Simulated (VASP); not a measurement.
Input of a VASP 6.6.1 run:

INCAR

```
SYSTEM = NaI
ALGO = Normal ; EDIFF = 1E-6
ENCUT = 520 ; GGA = PE
ISIF = 2 ; ISMEAR = 0
IVDW = 12 ; LASPH = .TRUE.
LCHARG = .FALSE. ; LREAL = .FALSE.
LWAVE = .FALSE. ; NBANDS = 22
NELM = 80 ; PREC = Accurate
SIGMA = 0.05
```

Contents of KPOINTS:

```
k-points
0
G
  6 6 4
  0 0 0
```

POSCAR

```
NaI
1.0
    4.6855351115      0.0000000000      0.0000000000
    0.0000000000      4.3281979323      0.0000000000
    0.0000000000      0.0000000000      7.5890154763
Na I
2 2
Direct
    0.2500000000      0.5000000000      0.2750310000
    0.7500000000      0.5000000000      0.7249690000
    0.2500000000      0.0000000000      0.7424270000
    0.7500000000      0.0000000000      0.2575730000
```

Potentials or basis: VASP PAW PBE potentials, release 64 (Na_pv, I).

The run is started by

```console
$ cat potpaw_PBE.64/Na_pv/POTCAR potpaw_PBE.64/I/POTCAR > POTCAR
$ mpirun -np 1 vasp_std > vasp.out
```

**Question.** Predict the largest force.

**Answer.** 0.035 eV/Å.

**Question.** Predict the dispersion energy per atom.

**Answer.** -0.220 eV.

**Question.** What does it give for the pressure?

**Answer.** -1.2 GPa.

**Question.** What does it give for the band gap on the k mesh?

**Answer.** 2.57 eV (least direct gap 2.77 eV).

Stress tensor (GPa, compression positive):
```
-1.22  0.00  0.00
 0.00 -1.62  0.00
 0.00  0.00 -0.77
```

Caveat: spin-orbit coupling is left out, which moves the levels of the heavy elements. A k mesh can miss the band edges.
